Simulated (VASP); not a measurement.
# InAs (F-43m) in VASP: a series of runs

Runs on InAs. Level: LDA. Tasks: single point.

All numbers are computed with VASP 6.6.1; they aren't measurements. Logs are shortened: lines on timing, memory, paths and dates and some standing lists are left out, and cuts for length are marked.

### 1 The cell of the first run

It takes space group F-43m (No. 216, cubic). The conventional cell has a = 5.842 Å, b = 5.842 Å, c = 5.842 Å, α = 90.00°, β = 90.00°, γ = 90.00°. Within 3.3 Å of In (site symmetry -43m) lie 4 As at 2.53 Å. Within 3.3 Å of As (site symmetry -43m) lie 4 In at 2.53 Å.

### 2 Single point, LDA

Input file INCAR:

```
  ALGO = Normal
  EDIFF = 1E-7
  ENCUT = 520
  ISIF = 2
  ISMEAR = -1
  LASPH = T
  LCHARG = F
  LREAL = F
  LWAVE = F
  NBANDS = 16
  NELM = 100
  PREC = Accurate
  SIGMA = 0.15
```

Input file KPOINTS:

```
k-points
0
Gamma
  12 12 12
```

Input file POSCAR:

```
InAs
1.0
    0.0000000000      2.9207691722      2.9207691722
    2.9207691722      0.0000000000      2.9207691722
    2.9207691722      2.9207691722      0.0000000000
In As
1 1
Direct
    0.0000000000      0.0000000000      0.0000000000
    0.7500000000      0.7500000000      0.7500000000
```

Potentials or basis: VASP PAW LDA potentials, release 64 (In_d, As).

Launch:

```sh
cat potpaw_LDA.64/In_d/POTCAR potpaw_LDA.64/As/POTCAR > POTCAR
mpirun -np 1 vasp_std > vasp.out
```

OUTCAR:

```text
EDIFF = 1E-7
   ENCUT = 520
   ISIF = 2
   ISMEAR = -1
   LASPH = T
   LREAL = F
   NELM = 100
   PREC = Accurate

 ion  position               nearest neighbor table
   1  0.000  0.000  0.000-   2 2.53   2 2.53   2 2.53   2 2.53
   2  0.750  0.750  0.750-   1 2.53   1 2.53   1 2.53   1 2.53

  LATTYP: Found a face centered cubic cell.
 ALAT       =     5.8415383444

  Lattice vectors:

 A1 = (   0.0000000000,   2.9207691722,   2.9207691722)
 A2 = (   2.9207691722,   0.0000000000,   2.9207691722)
 A3 = (   2.9207691722,   2.9207691722,   0.0000000000)

Analysis of symmetry for initial positions (statically):
=====================================================================
 Subroutine PRICEL returns:
 Original cell was already a primitive cell.

 Routine SETGRP: Setting up the symmetry group for a
 face centered cubic supercell.

 Subroutine GETGRP returns: Found 24 space group operations
 (whereof 24 operations were pure point group operations)
 out of a pool of 48 trial point group operations.

The static configuration has the point symmetry T_d .

Analysis of symmetry for dynamics (positions and initial velocities):
=====================================================================
 Subroutine PRICEL returns:
 Original cell was already a primitive cell.

 Routine SETGRP: Setting up the symmetry group for a
 face centered cubic supercell.

 Subroutine GETGRP returns: Found 24 space group operations
 (whereof 24 operations were pure point group operations)
 out of a pool of 48 trial point group operations.

The dynamic configuration has the point symmetry T_d .

 Subroutine INISYM returns: Found 24 space group operations
 (whereof 24 operations are pure point group operations),
 and found     1 'primitive' translations

----------------------------------------------------------------------------------------

                                     Primitive cell

  volume of cell :      49.8335

  direct lattice vectors                    reciprocal lattice vectors
     0.000000000  2.920769172  2.920769172    -0.171187783  0.171187783  0.171187783
     2.920769172  0.000000000  2.920769172     0.171187783 -0.171187783  0.171187783
     2.920769172  2.920769172  0.000000000     0.171187783  0.171187783 -0.171187783

  length of vectors
     4.130591376  4.130591376  4.130591376     0.296505938  0.296505938  0.296505938

  position of ions in fractional coordinates (direct lattice)
     0.000000000  0.000000000  0.000000000
     0.750000000  0.750000000  0.750000000

  ion indices of the primitive-cell ions
   primitive index   ion index
                 1           1
                 2           2

----------------------------------------------------------------------------------------

 KPOINTS: k-points

Automatic generation of k-mesh.
 Grid dimensions read from file:
 generate k-points for:   12   12   12

 Generating k-lattice:

  Cartesian coordinates                     Fractional coordinates (reciprocal lattice)
    -0.014265649  0.014265649  0.014265649     0.083333333  0.000000000  0.000000000
     0.014265649 -0.014265649  0.014265649     0.000000000  0.083333333  0.000000000
     0.014265649  0.014265649 -0.014265649     0.000000000  0.000000000  0.083333333

  Length of vectors
     0.024708828  0.024708828  0.024708828

  Shift w.r.t. Gamma in fractional coordinates (k-lattice)
     0.000000000  0.000000000  0.000000000

 Subroutine IBZKPT returns following result:
 ===========================================

 Found     72 irreducible k-points:

 Following reciprocal coordinates:
            Coordinates               Weight
  0.000000  0.000000  0.000000      1.000000
  0.083333  0.000000  0.000000      8.000000
  0.166667  0.000000  0.000000      8.000000
  0.250000  0.000000  0.000000      8.000000
  0.333333  0.000000  0.000000      8.000000
  0.416667  0.000000  0.000000      8.000000
[... 16 lines left out ...]
  0.500000  0.166667  0.000000     24.000000
 -0.416667  0.166667  0.000000     24.000000
 [... further k-points ...]
   k-points           NKPTS =     72   k-points in BZ     NKDIM =     72   number of bands    NBANDS=     16
   number of dos      NEDOS =    301   number of ions     NIONS =      2
   total plane-waves  NPLWV =  32768
   dimension x,y,z NGX =    32 NGY =   32 NGZ =   32
   dimension x,y,z NGXF=    64 NGYF=   64 NGZF=   64
   ions per type =               1   1
   NGX,Y,Z   is equivalent  to a cutoff of  12.88, 12.88, 12.88 a.u.
   NGXF,Y,Z  is equivalent  to a cutoff of  25.76, 25.76, 25.76 a.u.
 SYSTEM =  unknown system
   PREC   = accura    normal or accurate (medium, high low for compatibility)
   ISTART =      0    job   : 0-new  1-cont  2-samecut
   ICHARG =      2    charge: 1-file 2-atom 10-const
   ISPIN  =      1    spin polarized calculation?
   LNONCOLLINEAR =      F non collinear calculations
   LSORBIT =      F    spin-orbit coupling
   LASPH  =      T    aspherical Exc in radial PAW
   ENCUT  =  520.0 eV  38.22 Ry    6.18 a.u.   7.68  7.68  7.68*2*pi/ulx,y,z
   NELM   =    100;   NELMIN=  2; NELMDL= -5     # of ELM steps
   EDIFF  = 0.1E-06   stopping-criterion for ELM
   LREAL  =      F    real-space projection
   EDIFFG = 0.1E-05   stopping-criterion for IOM
   NSW    =      0    number of steps for IOM
   IBRION =     -1    ionic relax: 0-MD 1-quasi-New 2-CG
   NFREE  =      0    steps in history (QN), initial steepest desc. (CG)
   ISIF   =      2    stress and relaxation
   ISYM   =      2    0-nonsym 1-usesym 2-fastsym
   POTIM  = 0.5000    time-step for ionic-motion
   TEBEG  =    0.0;   TEEND  =   0.0 temperature during run
   PSTRESS=    0.0 pullay stress
   NELECT =      18.0000    total number of electrons
   NUPDOWN=      -1.0000    fix difference up-down
   EMIN   =  10.00;   EMAX   =-10.00  energy-range for DOS
   EFERMI =   0.00;   METHOD = LEGACY
   ISMEAR =    -1;   SIGMA  =   0.15  broadening in eV -4-tet -1-fermi 0-gaus
   EFERMI_NEDOS =   21; number of points for ismear=-14 and -15
   IALGO  =     38    algorithm
   IMIX   =      4    mixing-type and parameters
     AMIX     =   0.40;   BMIX     =  1.00
     AMIX_MAG =   1.60;   BMIX_MAG =  1.00
  volume/ion in A,a.u.               =      24.92       168.15
  Fermi-wavevector in a.u.,A,eV,Ry     =   1.165892  2.203217 18.494465  1.359305
  Thomas-Fermi vector in A             =   2.302412
   LORBIT       =      0    0 simple, 1 ext, 2 COOP (PROOUT), +10 PAW based schemes
   GGA     = CA    functional components
   LHFCALC =     F    Hartree Fock is set to
   AEXX    =    0.0000 exact exchange contribution
   IVDW    =     0    specifies the selected vdW correction
   LEPSILON=     F    determine dielectric tensor
   LRPA    =     F    only Hartree local field effects (RPA)
 non-spin polarized calculation
  energy-cutoff  :      520.00
  volume of cell :       49.83
 maximum number of plane-waves:      1363
   NGX = 15   NGY = 15   NGZ = 15

 number of electron      18.0000001 magnetization

 Free energy of the ion-electron system (eV)
  ---------------------------------------------------
  ext. energy  EPLUGINS =         0.00000000
  ---------------------------------------------------
  free energy    TOTEN  =        -8.92599725 eV

  energy without entropy =       -8.92413948  energy(sigma->0) =       -8.92506836

 E-fermi :   5.8975     XC(G=0):  -9.8633

 val. band max:        5.6092572070   @ k =   0.0000   0.0000   0.0000
 cond. band min:       6.5095552558   @ k =   0.5000   0.0000   0.0000
 fundamental gap:      0.9002980487
 Fermi energy:         5.8975188771

 k-point     1 :       0.0000    0.0000    0.0000
  band No.  band energies     occupation
      1      -9.1502      2.00000
      2      -9.1502      2.00000
      3      -9.1502      2.00000
      4      -8.9715      2.00000
      5      -8.9715      2.00000
      6      -7.1710      2.00000
[... 8 lines left out ...]
     15      15.4653      0.00000
     16      15.4653      0.00000

 k-point     2 :       0.0833    0.0000    0.0000
  band No.  band energies     occupation
      1      -9.1662      2.00000
      2      -9.1463      2.00000
      3      -9.1463      2.00000
      4      -8.9718      2.00000
      5      -8.9718      2.00000
      6      -7.0819      2.00000
[... 8 lines left out ...]
     15      14.7281      0.00000
     16      14.7281      0.00000

 k-point     3 :       0.1667    0.0000    0.0000
  band No.  band energies     occupation
      1      -9.2068      2.00000
      2      -9.1360      2.00000
      3      -9.1360      2.00000
      4      -8.9718      2.00000
      5      -8.9718      2.00000
      6      -6.8259      2.00000
[... 8 lines left out ...]
     15      14.1688      0.00000
     16      14.1688      0.00000

 k-point     4 :       0.2500    0.0000    0.0000
  band No.  band energies     occupation
      1      -9.2566      2.00000
      2      -9.1235      2.00000
      3      -9.1235      2.00000
      4      -8.9702      2.00000
      5      -8.9702      2.00000
      6      -6.4339      2.00000
[... 8 lines left out ...]
     15      14.1453      0.00000
     16      14.1453      0.00000

 k-point     5 :       0.3333    0.0000    0.0000
  band No.  band energies     occupation
      1      -9.3015      2.00000
      2      -9.1131      2.00000
      3      -9.1131      2.00000
      4      -8.9664      2.00000
      5      -8.9664      2.00000
      6      -5.9622      2.00000
[... 8 lines left out ...]
     15      14.7318      0.00000
     16      14.7318      0.00000

 k-point     6 :       0.4167    0.0000    0.0000
  band No.  band energies     occupation
      1      -9.3321      2.00000
      2      -9.1069      2.00000
      3      -9.1069      2.00000
      4      -8.9620      2.00000
      5      -8.9620      2.00000
      6      -5.5259      2.00000
[... 8 lines left out ...]
     15      15.7465      0.00000
     16      15.7465      0.00000

 k-point     7 :       0.5000    0.0000    0.0000
  band No.  band energies     occupation
      1      -9.3429      2.00000
      2      -9.1050      2.00000
      3      -9.1050      2.00000
      4      -8.9600      2.00000
      5      -8.9600      2.00000
      6      -5.3328      2.00000
[... 8 lines left out ...]
     15      16.5514      0.00000
     16      16.5514      0.00000

 k-point     8 :       0.0833    0.0833    0.0000
  band No.  band energies     occupation
      1      -9.1755      2.00000
      2      -9.1426      2.00000
      3      -9.1426      2.00000
      4      -8.9746      2.00000
      5      -8.9694      2.00000
      6      -7.0526      2.00000
[... 8 lines left out ...]
     15      14.0176      0.00000
     16      15.5385      0.00000

 k-point     9 :       0.1667    0.0833    0.0000
  band No.  band energies     occupation
      1      -9.2082      2.00000
      2      -9.1343      2.00000
      3      -9.1324      2.00000
      4      -8.9777      2.00000
      5      -8.9673      2.00000
      6      -6.8531      2.00000
[... 8 lines left out ...]
     15      14.5887      0.00000
     16      15.0602      0.00000
[... 172 lines left out ...]
 k-point    19 :       0.1667    0.1667    0.0000
  band No.  band energies     occupation
      1      -9.2359      2.00000
      2      -9.1216      2.00000
      3      -9.1216      2.00000
      4      -8.9845      2.00000
      5      -8.9634      2.00000
      6      -6.7151      2.00000
[... 8 lines left out ...]
     15      15.2726      0.00000
     16      15.7557      0.00000

 k-point    20 :       0.2500    0.1667    0.0000
  band No.  band energies     occupation
      1      -9.2729      2.00000
      2      -9.1098      2.00000
      3      -9.1077      2.00000
      4      -8.9899      2.00000
      5      -8.9599      2.00000
      6      -6.4263      2.00000
[... 8 lines left out ...]
     15      15.6446      0.00000
     16      15.9020      0.00000

 k-point    21 :       0.3333    0.1667    0.0000
  band No.  band energies     occupation
      1      -9.3090      2.00000
      2      -9.1014      2.00000
      3      -9.0953      2.00000
      4      -8.9910      2.00000
      5      -8.9567      2.00000
      6      -6.0211      2.00000
[... 8 lines left out ...]
     15      15.7215      0.00000
     16      15.8737      0.00000

 k-point    22 :       0.4167    0.1667    0.0000
  band No.  band energies     occupation
      1      -9.3374      2.00000
      2      -9.0969      2.00000
      3      -9.0875      2.00000
      4      -8.9868      2.00000
      5      -8.9550      2.00000
      6      -5.5691      2.00000
[... 8 lines left out ...]
     15      15.8705      0.00000
     16      16.5873      0.00000

 k-point    23 :       0.5000    0.1667    0.0000
  band No.  band energies     occupation
      1      -9.3529      2.00000
      2      -9.0955      2.00000
      3      -9.0848      2.00000
      4      -8.9792      2.00000
      5      -8.9569      2.00000
      6      -5.2122      2.00000
[... 8 lines left out ...]
     15      16.2283      0.00000
     16      16.6822      0.00000

 k-point    24 :      -0.4167    0.1667    0.0000
  band No.  band energies     occupation
      1      -9.3529      2.00000
      2      -9.0962      2.00000
      3      -9.0869      2.00000
      4      -8.9717      2.00000
      5      -8.9632      2.00000
      6      -5.1534      2.00000
[... 8 lines left out ...]
     15      15.4214      0.00000
     16      15.8444      0.00000

 [... further k-points ...]
[... 5 lines left out ...]
  --------------------------------------------------------------------------------------
  -------------------------------------------------------------------------------------
  Total        2.2499158      2.2499158      2.2499158      0.0000000      0.0000000      0.0000000
  in kB       72.3361081     72.3361081     72.3361081      0.0000000      0.0000000      0.0000000
  external PRESSURE =      72.3361081 kB  Pullay stress =       0.0000000 kB

 VOLUME and BASIS-vectors are now :
 -----------------------------------------------------------------------------
  energy-cutoff  :      520.00
  volume of cell :       49.83
      direct lattice vectors                 reciprocal lattice vectors
     0.000000000  2.920769172  2.920769172    -0.171187783  0.171187783  0.171187783
     2.920769172  0.000000000  2.920769172     0.171187783 -0.171187783  0.171187783
     2.920769172  2.920769172  0.000000000     0.171187783  0.171187783 -0.171187783

 POSITION                                       TOTAL-FORCE (eV/Angst)
 -----------------------------------------------------------------------------------
      0.00000      0.00000      0.00000         0.000000      0.000000      0.000000
      4.38115      4.38115      4.38115        -0.000000     -0.000000     -0.000000
 -----------------------------------------------------------------------------------
    total drift:                               -0.000000     -0.000000     -0.000000

  FREE ENERGIE OF THE ION-ELECTRON SYSTEM (eV)
  ---------------------------------------------------
  free  energy   TOTEN  =        -8.9259972472 eV

  energy  without entropy=       -8.9241394784  energy(sigma->0) =       -8.92506836
```

Wall time 19 s (1 thread of Intel Xeon 6975P-C (Granite Rapids), shared host); peak memory 0.19 GiB.

Results:

- Free energy: -8.9260 eV
- Pressure: 7.2 GPa
- Band gap on the k mesh: 0.14 eV

Levels at points of the mesh, in eV from the valence-band top:
| k point | band 7 | band 8 | band 9 | band 10 | band 11 | band 12 |
| --- | --- | --- | --- | --- | --- | --- |
| (0.00, 0.00, 0.00) | 0.00 | 0.00 | 0.00 | 0.14 | 3.85 | 3.85 |
| (0.50, 0.00, 0.00) | -6.41 | -1.17 | -1.17 | 1.04 | 4.65 | 4.65 |
| (0.50, 0.50, 0.00) | -6.40 | -2.72 | -2.72 | 1.24 | 1.94 | 9.70 |

Caveat: the cell stands under pressure; the smearing spreads over this small gap; semilocal functionals underestimate gaps, and a narrow one can read as zero; spin-orbit coupling is left out, which moves the levels of the heavy elements.

### 3 Single point, LDA (26.81 Å³/atom)

This run uses another cell than the first one, of 26.81 Å³/atom.

Input file INCAR:

```
PREC     = Accurate       # precision mode
ENCUT    = 520            # plane-wave cutoff, eV
EDIFF    = 1E-6           # SCF threshold, eV
ISMEAR   = -1             # smearing method
SIGMA    = 0.15           # smearing width, eV
LREAL    = False          # projectors in reciprocal space
LASPH    = True           # aspherical terms in the spheres
NELM     = 60             # most SCF steps
ALGO     = Normal         # electronic algorithm
ISIF     = 2              # what is computed and relaxed
LWAVE    = False          # write WAVECAR
LCHARG   = True           # write CHGCAR
LELF     = True           # ELF
LVHAR    = True         
NBANDS   = 16             # bands
```

Input file KPOINTS:

```
Automatic mesh
0
Gamma
  12 12 12
```

Input file POSCAR:

```
InAs
1.0
    0.0000000000      2.9930800183      2.9930800183
    2.9930800183      0.0000000000      2.9930800183
    2.9930800183      2.9930800183      0.0000000000
In As
1 1
Direct
    0.0000000000      0.0000000000      0.0000000000
    0.7500000000      0.7500000000      0.7500000000
```

Potentials or basis: VASP PAW LDA potentials, release 64 (In_d, As).

Launch:

```sh
cat potpaw_LDA.64/In_d/POTCAR potpaw_LDA.64/As/POTCAR > POTCAR
mpirun -np 1 vasp_std > vasp.out
```

It took 19 s on 1 thread of Intel Xeon 6975P-C (Granite Rapids), shared host; peak memory 0.19 GiB.

Results (log left out):

```
Free energy            : -9.0252 eV
Pressure               : 1.4 GPa
Band gap on the k mesh : zero (filled and empty bands touch)
```

Levels at points of the mesh, in eV from the Fermi level:
```csv
k point,band 5,band 6,band 7,band 8,band 9,band 10,band 11,band 12,band 13,band 14
"(0.00, 0.00, 0.00)",-14.66,-12.50,-0.62,-0.38,-0.38,-0.38,3.45,3.45,3.45,7.01
"(0.50, 0.00, 0.00)",-14.65,-10.92,-6.38,-1.43,-1.43,0.49,4.24,4.24,6.34,8.63
"(0.50, 0.50, 0.00)",-14.64,-10.34,-6.43,-2.83,-2.83,0.99,1.58,8.82,8.97,8.97
```

Caveat: semilocal functionals underestimate gaps, and a narrow one can read as zero; spin-orbit coupling is left out, which moves the levels of the heavy elements.

The gap in the log of VASP goes by the Fermi energy; the results here count the filled bands.